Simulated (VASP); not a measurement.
The system is Eu.

```
Eu
1.0
    -2.30300    2.30300    2.30300
     2.30300   -2.30300    2.30300
     2.30300    2.30300   -2.30300
Eu
1
Cartesian
  0.0000 0.0000 0.0000
```

Base run:

```yaml
Program: VASP 6.6.1
Functional: PBEsol
Potentials_or_basis: VASP PAW PBE potentials, release 64 (Eu)
Cutoff: 520 eV
k_mesh: 7 × 7 × 7
Occupations: fermi-dirac, width 0.05 eV
Spin: collinear spin, ferromagnetic start
Starting_moments: "[7.0] μB"
Fixed_moment: 7 μB
```

Its results: pressure -3.0 GPa; site moments Eu +6.63 μB.

Q: After a change of settings the same cell gave: pressure -5.7 GPa; site moments Eu +11.34 μB. Which change was it?
A. fixed moment from 7 μB to 5.2 μB; moments at the start from [7.0] to [5.2]
B. fixed moment from 7 μB to 14 μB; moments at the start from [7.0] to [14.0]
C. fixed moment from 7 μB to 1.8 μB; moments at the start from [7.0] to [1.8]
D. fixed moment from 7 μB to 10.5 μB; moments at the start from [7.0] to [10.5]

A: B.

Caveats: the PAW data sets were made with another functional, which shifts forces and pressure a little; the total moment is fixed, so each spin has its own Fermi level; the cell stands under tension (at least some runs).
